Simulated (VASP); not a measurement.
Write the native input for VASP 6.6.1 that does the following.

| Property | Result |
| --- | --- |
| Task | single point |
| Functional | LDA |
| Potentials or basis | VASP PAW LDA potentials, release 64 (Si, Ti_sv) |
| Cutoff | 520 eV |
| k mesh | 2 × 2 × 2 |
| Occupations | fermi-dirac, width 0.02 eV |
| Spin | no spin polarisation |
| Dipole correction | no |
| Further INCAR settings | LREAL = Auto; ALGO = Normal; EDIFF = 1e-07; NBANDS = 52 |

The structure of TiSi16 (a cell with a defect) lies in POSCAR:

```
TiSi16
1.0
    0.0000000000      5.4300000000      5.4300000000
    5.4300000000      0.0000000000      5.4300000000
    5.4300000000      5.4300000000      0.0000000000
Si Ti
16 1
Direct
    0.0030869908      0.0025769815     -0.0092185272
    0.1271060885      0.1265952301      0.1129805637
    0.0064053000      0.0060601597      0.4871231497
    0.1264186347      0.1258477200      0.6208255712
    0.0073480056      0.5003658529     -0.0089841988
    0.1270864304      0.6323857467      0.1130069674
    0.0066592115      0.4992753236      0.4871012701
    0.1406234195      0.6241296643      0.6100042845
    0.5008790584      0.0069497108     -0.0091433513
    0.6328693489      0.1266031210      0.1129801375
    0.4998807464      0.0061828587      0.4871042651
    0.6246116841      0.1403928093      0.6098578612
    0.5008364563      0.5003681635     -0.0088907062
    0.6255932179      0.6250977238      0.1233284366
    0.5044390848      0.5042736525      0.4866687788
    0.6248323813      0.6242463646      0.6100705003
    0.7540687809      0.7537716070      0.7378030072
```

These files were run (other wordings do the same):

INCAR

```
SYSTEM = TiSi16
PREC = Accurate
ENCUT = 520
EDIFF = 1E-7
ISMEAR = -1
SIGMA = 0.02
LREAL = Auto
LASPH = .True.
NELM = 100
ALGO = Normal
ISIF = 2
LWAVE = .False.
LCHARG = .False.
GGA = CA
NBANDS = 52
```

KPOINTS

```
Automatic mesh
0
Gamma
  2 2 2
  0 0 0
```

Potentials or basis: VASP PAW LDA potentials, release 64 (Si, Ti_sv).

Command:

```console
$ cat potpaw_LDA.64/Si/POTCAR potpaw_LDA.64/Ti_sv/POTCAR > POTCAR
$ mpirun -np 1 vasp_std > vasp.out
```

It gave:

```
Pressure               : 0.1 GPa
Largest force          : 0.045 eV/Å
Band gap on the k mesh : zero (band 38 reaches 6.84 eV, above the bottom of band 39 at 6.44 eV)
```

Caveat: the k points lie up to 0.50 Å⁻¹ apart.

It took 3.3 min on 1 thread of AMD EPYC 9R45 96-Core Processor (Zen 5), on a shared host, peak memory 0.35 GiB.
